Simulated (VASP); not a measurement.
Write the native input for VASP 6.6.1 that does the following.

| Property | Result |
| --- | --- |
| Task | single point |
| Functional | r2SCAN |
| Potentials or basis | VASP PAW PBE potentials, release 64 (Sr_sv, O) |
| Cutoff | 520 eV |
| k mesh | 12 × 12 × 12 |
| Occupations | fermi-dirac, width 0.1 eV |
| Spin | no spin polarisation |
| Dipole correction | no |
| Further INCAR settings | ALGO = Normal; EDIFF = 1e-06; NBANDS = 15 |

SrO:

```
CELL_PARAMETERS angstrom
2.58031 2.58031 0.00000
-2.58031 2.58031 0.00000
0.00000 2.58031 2.58031
ATOMIC_POSITIONS crystal
Sr 0.50000 0.50000 0.00000
O 0.00000 0.00000 0.00000
```

The input as run:

POSCAR

```
SrO
1.0
    2.5803148065      2.5803148065      0.0000000000
   -2.5803148065      2.5803148065      0.0000000000
    0.0000000000      2.5803148065      2.5803148065
Sr O
1 1
Direct
    0.5000000000      0.5000000000      0.0000000000
    0.0000000000      0.0000000000      0.0000000000
```

INCAR.step1

```
SYSTEM = SrO
ALGO = Normal
EDIFF = 1E-4
ENCUT = 520
GGA = PE
ISMEAR = -1
LASPH = .TRUE.
LCHARG = .FALSE.
LREAL = .FALSE.
LWAVE = .TRUE.
NBANDS = 15
NELM = 100
PREC = Accurate
SIGMA = 0.1
```

INCAR.step2

```
SYSTEM = SrO
ALGO = Normal
EDIFF = 1E-6
ENCUT = 520
ISIF = 2
ISMEAR = -1
ISTART = 1
LASPH = .TRUE.
LCHARG = .TRUE.
LELF = .TRUE.
LMIXTAU = .TRUE.
LREAL = .FALSE.
LVHAR = .TRUE.
LWAVE = .FALSE.
METAGGA = R2SCAN
NBANDS = 15
NELM = 100
PREC = Accurate
SIGMA = 0.1
```

KPOINTS

```
k-points
0
G
  12 12 12
  0 0 0
```

Potentials or basis: VASP PAW PBE potentials, release 64 (Sr_sv, O).

Launch:

```console
$ cat potpaw_PBE.64/Sr_sv/POTCAR potpaw_PBE.64/O/POTCAR > POTCAR
$ cp INCAR.step1 INCAR
$ mpirun -np 1 vasp_std > vasp.out
$ cp INCAR.step2 INCAR
$ mpirun -np 1 vasp_std > vasp.out
```

It gave:

| Property | Result |
| --- | --- |
| Pressure | 0.5 GPa |
| Band gap on the k mesh | 3.75 eV, indirect (least direct gap 3.84 eV) |

Caveat: the PAW data sets were made with another functional, which shifts forces and pressure a little.

Run time: 2.9 min on 1 thread of AMD EPYC 7R43 64-Core Processor (Zen 3) (shared host), peak memory 0.15 GiB.
